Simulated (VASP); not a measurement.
# PbO (Fm-3m) in VASP: notebook

The runs below take PbO through single point, with r2SCAN, PBE.

All numbers are computed with VASP 6.6.1; they aren't measurements. Logs are shortened: lines on timing, memory, paths and dates and some standing lists are left out, and cuts for length are marked.

**1. The cell of the first run**

It takes space group Fm-3m (No. 225, cubic). The conventional cell has a = 5.213 Å, b = 5.213 Å, c = 5.213 Å, α = 90.00°, β = 90.00°, γ = 90.00°. Pb (site symmetry m-3m) has 6 O at 2.61 Å within 3.4 Å. O (site symmetry m-3m) has 6 Pb at 2.61 Å within 3.4 Å.

**2. Single point, r2SCAN**

POSCAR reads:

```
PbO
1.0
    0.0000000000      2.6065174966      2.6065174966
    2.6065174966      0.0000000000      2.6065174966
    2.6065174966      2.6065174966      0.0000000000
Pb O
1 1
Direct
    0.0000000000      0.0000000000      0.0000000000
    0.5000000000      0.5000000000      0.5000000000
```

INCAR.step1 reads:

```
ALGO = Normal ; EDIFF = 1E-4
ENCUT = 520 ; GGA = PE
ISMEAR = 0 ; LASPH = True
LCHARG = False ; LREAL = False
LWAVE = True ; NBANDS = 17
NELM = 80 ; PREC = Accurate
SIGMA = 0.01
```

INCAR.step2 reads:

```
ALGO = Normal ; EDIFF = 1E-6
ENCUT = 520 ; ISIF = 2
ISMEAR = 0 ; ISTART = 1
LASPH = True ; LCHARG = False
LMIXTAU = True ; LREAL = False
LWAVE = False ; METAGGA = R2SCAN
NBANDS = 17 ; NELM = 80
PREC = Accurate ; SIGMA = 0.01
```

KPOINTS reads:

```
k-points
0
Gamma
  6 6 6
```

Potentials or basis: VASP PAW PBE potentials, release 64 (Pb_d, O).

Command:

```console
> cat potpaw_PBE.64/Pb_d/POTCAR potpaw_PBE.64/O/POTCAR > POTCAR
> cp INCAR.step1 INCAR
> mpirun -np 1 vasp_std > vasp.out
> cp INCAR.step2 INCAR
> mpirun -np 1 vasp_std > vasp.out
```

OUTCAR:

```text
EDIFF = 1E-6
   ENCUT = 520
   ISIF = 2
   ISMEAR = 0
   ISTART = 1
   LASPH = True
   LREAL = False
   METAGGA = R2SCAN
   NELM = 80
   PREC = Accurate

 ion  position               nearest neighbor table
   1  0.000  0.000  0.000-   2 2.61   2 2.61   2 2.61   2 2.61   2 2.61   2 2.61
   2  0.500  0.500  0.500-   1 2.61   1 2.61   1 2.61   1 2.61   1 2.61   1 2.61

  LATTYP: Found a face centered cubic cell.
 ALAT       =     5.2130349932

  Lattice vectors:

 A1 = (   0.0000000000,   2.6065174966,   2.6065174966)
 A2 = (   2.6065174966,   0.0000000000,   2.6065174966)
 A3 = (   2.6065174966,   2.6065174966,   0.0000000000)

Analysis of symmetry for initial positions (statically):
=====================================================================
 Subroutine PRICEL returns:
 Original cell was already a primitive cell.

 Routine SETGRP: Setting up the symmetry group for a
 face centered cubic supercell.

 Subroutine GETGRP returns: Found 48 space group operations
 (whereof 48 operations were pure point group operations)
 out of a pool of 48 trial point group operations.

The static configuration has the point symmetry O_h .

Analysis of symmetry for dynamics (positions and initial velocities):
=====================================================================
 Subroutine PRICEL returns:
 Original cell was already a primitive cell.

 Routine SETGRP: Setting up the symmetry group for a
 face centered cubic supercell.

 Subroutine GETGRP returns: Found 48 space group operations
 (whereof 48 operations were pure point group operations)
 out of a pool of 48 trial point group operations.

The dynamic configuration has the point symmetry O_h .

 Subroutine INISYM returns: Found 48 space group operations
 (whereof 48 operations are pure point group operations),
 and found     1 'primitive' translations

----------------------------------------------------------------------------------------

                                     Primitive cell

  volume of cell :      35.4170

  direct lattice vectors                    reciprocal lattice vectors
     0.000000000  2.606517497  2.606517497    -0.191826834  0.191826834  0.191826834
     2.606517497  0.000000000  2.606517497     0.191826834 -0.191826834  0.191826834
     2.606517497  2.606517497  0.000000000     0.191826834  0.191826834 -0.191826834

[... 70 lines left out ...]
   LSORBIT =      F    spin-orbit coupling
   LASPH  =      T    aspherical Exc in radial PAW
   ENCUT  =  520.0 eV  38.22 Ry    6.18 a.u.   6.85  6.85  6.85*2*pi/ulx,y,z
   NELM   =     80;   NELMIN=  2; NELMDL=  0     # of ELM steps
   EDIFF  = 0.1E-05   stopping-criterion for ELM
   LREAL  =      F    real-space projection
   EDIFFG = 0.1E-04   stopping-criterion for IOM
   NSW    =      0    number of steps for IOM
   IBRION =     -1    ionic relax: 0-MD 1-quasi-New 2-CG
   NFREE  =      0    steps in history (QN), initial steepest desc. (CG)
   ISIF   =      2    stress and relaxation
   ISYM   =      2    0-nonsym 1-usesym 2-fastsym
   POTIM  = 0.5000    time-step for ionic-motion
   TEBEG  =    0.0;   TEEND  =   0.0 temperature during run
   PSTRESS=    0.0 pullay stress
   NELECT =      20.0000    total number of electrons
   NUPDOWN=      -1.0000    fix difference up-down
   EMIN   =  10.00;   EMAX   =-10.00  energy-range for DOS
   EFERMI =   0.00;   METHOD = LEGACY
   ISMEAR =     0;   SIGMA  =   0.01  broadening in eV -4-tet -1-fermi 0-gaus
   EFERMI_NEDOS =   21; number of points for ismear=-14 and -15
   IALGO  =     38    algorithm
   IMIX   =      4    mixing-type and parameters
     AMIX     =   0.40;   BMIX     =  1.00
     AMIX_MAG =   1.60;   BMIX_MAG =  1.00
  volume/ion in A,a.u.               =      17.71       119.50
  Fermi-wavevector in a.u.,A,eV,Ry     =   1.353155  2.557092 24.912651  1.831028
  Thomas-Fermi vector in A             =   2.480434
   LORBIT       =      0    0 simple, 1 ext, 2 COOP (PROOUT), +10 PAW based schemes
   METAGGA = R2SCAN    functional components
   LHFCALC =     F    Hartree Fock is set to
   AEXX    =    0.0000 exact exchange contribution
   IVDW    =     0    specifies the selected vdW correction
   LEPSILON=     F    determine dielectric tensor
   LRPA    =     F    only Hartree local field effects (RPA)
 non-spin polarized calculation
 Gauss-broadening in eV      SIGMA  =   0.01
  energy-cutoff  :      520.00
  volume of cell :       35.42
 maximum number of plane-waves:       962
   NGX = 13   NGY = 13   NGZ = 13

 number of electron      20.0000001 magnetization

 Free energy of the ion-electron system (eV)
  ---------------------------------------------------
  ext. energy  EPLUGINS =         0.00000000
  ---------------------------------------------------
  free energy    TOTEN  =       -64.29036243 eV

  energy without entropy =      -64.29036243  energy(sigma->0) =      -64.29036243

 E-fermi :   6.7290     XC(G=0): -11.2921

 val. band max:        6.5844334868   @ k =   0.5000   0.0000   0.0000
 cond. band min:       6.8918085429   @ k =   0.5000   0.0000   0.0000
 fundamental gap:      0.3073750560
 Fermi energy:         6.7289547360

 k-point     1 :       0.0000    0.0000    0.0000
  band No.  band energies     occupation
      1     -12.3405      2.00000
      2     -10.5686      2.00000
      3     -10.5686      2.00000
      4     -10.5686      2.00000
      5     -10.4348      2.00000
      6     -10.4348      2.00000
[... 297 lines left out ...]
      4     -10.4098      2.00000
      5     -10.3727      2.00000
      6      -9.6531      2.00000
[... 9 lines left out ...]
     16      22.9729      0.00000
     17      25.5320      0.00000

------------------------ aborting loop because EDIFF is reached ----------------------------------------

  FORCE on cell =-STRESS in cart. coord.  units (eV):
  Direction    XX          YY          ZZ          XY          YZ          ZX
  --------------------------------------------------------------------------------------
  -------------------------------------------------------------------------------------
  Total       -0.0087939     -0.0087939     -0.0087939     -0.0000000     -0.0000000     -0.0000000
  in kB       -0.3978131     -0.3978131     -0.3978131     -0.0000000     -0.0000000     -0.0000000
  external PRESSURE =      -0.3978131 kB  Pullay stress =       0.0000000 kB

 VOLUME and BASIS-vectors are now :
 -----------------------------------------------------------------------------
  energy-cutoff  :      520.00
  volume of cell :       35.42
      direct lattice vectors                 reciprocal lattice vectors
     0.000000000  2.606517497  2.606517497    -0.191826834  0.191826834  0.191826834
     2.606517497  0.000000000  2.606517497     0.191826834 -0.191826834  0.191826834
     2.606517497  2.606517497  0.000000000     0.191826834  0.191826834 -0.191826834

 POSITION                                       TOTAL-FORCE (eV/Angst)
 -----------------------------------------------------------------------------------
      0.00000      0.00000      0.00000        -0.000000      0.000000      0.000000
      2.60652      2.60652      2.60652         0.000000     -0.000000     -0.000000
 -----------------------------------------------------------------------------------
    total drift:                                0.000000      0.000000      0.000000

  FREE ENERGIE OF THE ION-ELECTRON SYSTEM (eV)
  ---------------------------------------------------
  free  energy   TOTEN  =       -64.2903624279 eV

  energy  without entropy=      -64.2903624279  energy(sigma->0) =      -64.29036243
```

OSZICAR.step1:

```text
N       E                     dE             d eps       ncg     rms          rms(c)
DAV:   1     0.172401848259E+03    0.17240E+03   -0.10583E+04   552   0.144E+03
DAV:   2    -0.499330421189E+00   -0.17290E+03   -0.16526E+03   619   0.349E+02
DAV:   3    -0.123300417739E+02   -0.11831E+02   -0.11763E+02   650   0.997E+01
DAV:   4    -0.125798064073E+02   -0.24976E+00   -0.24955E+00   710   0.152E+01
DAV:   5    -0.125875692127E+02   -0.77628E-02   -0.77615E-02   750   0.262E+00    0.865E+00
DAV:   6    -0.107026002099E+02    0.18850E+01   -0.15562E+01   731   0.276E+01    0.511E+00
DAV:   7    -0.103937975576E+02    0.30880E+00   -0.20225E+00   683   0.117E+01    0.151E+00
DAV:   8    -0.104271532766E+02   -0.33356E-01   -0.46491E-01   592   0.638E+00    0.183E+00
DAV:   9    -0.103786234374E+02    0.48530E-01   -0.64885E-02   683   0.285E+00    0.268E-01
DAV:  10    -0.103785614316E+02    0.62006E-04   -0.67543E-03   618   0.625E-01    0.145E-01
DAV:  11    -0.103783348057E+02    0.22663E-03   -0.10969E-03   599   0.226E-01    0.282E-02
DAV:  12    -0.103783295197E+02    0.52859E-05   -0.25209E-05   313   0.616E-02
   1 F= -.10378330E+02 E0= -.10378330E+02  d E =-.343092E-25
```

Run time: 52 s. Hardware: 1 thread of Intel Xeon Platinum 8175M at 2.50GHz (Skylake/Cascade Lake), shared host; peak memory 0.17 GiB.

Results:

| Item | Value |
| --- | --- |
| Free energy | -64.2904 eV |
| Pressure | 0.0 GPa |
| Band gap on the k mesh | 0.31 eV, direct |

Caveat: the PAW data sets were made with another functional, which shifts forces and pressure a little; spin-orbit coupling is left out, which moves the levels of the heavy elements. A k mesh can miss the band edges.

**3. Single point, PBE**

INCAR reads:

```
  PREC = Accurate
  ENCUT = 520
  EDIFF = 1E-7
  ISMEAR = 0
  SIGMA = 0.01
  LREAL = False
  LASPH = True
  NELM = 100
  ALGO = Normal
  ISIF = 2
  LWAVE = False
  LCHARG = False
  GGA = PE
  NBANDS = 17
```

KPOINTS reads:

```
Automatic mesh
0
Gamma
  8 8 8
```

POSCAR is that of step 2.

Potentials or basis: VASP PAW PBE potentials, release 64 (Pb_d, O).

Command:

```console
> cat potpaw_PBE.64/Pb_d/POTCAR potpaw_PBE.64/O/POTCAR > POTCAR
> mpirun -np 1 vasp_std > vasp.out
```

Wall time 20 s (1 thread of Intel Xeon Platinum 8175M at 2.50GHz (Skylake/Cascade Lake), shared host); peak memory 0.16 GiB.

It converged, with:

| Item | Value |
| --- | --- |
| Free energy | -10.3778 eV |
| Pressure | 2.7 GPa |
| Band gap on the k mesh | 0.56 eV, direct |

Levels at points of the mesh, in eV from the valence-band top:
```
           k point  band 7  band 8  band 9  band 10  band 11  band 12  band 13  band 14
(0.00, 0.00, 0.00)   -7.37   -2.31   -2.31    -2.31     8.47     8.47     8.47    10.46
(0.50, 0.00, 0.00)   -8.42   -1.90   -1.90     0.00     0.56     5.14     5.14    10.27
(0.50, 0.50, 0.00)   -5.92   -5.26   -3.32    -3.32     4.13     6.45     6.45     6.71
```

Caveat: spin-orbit coupling is left out, which moves the levels of the heavy elements.
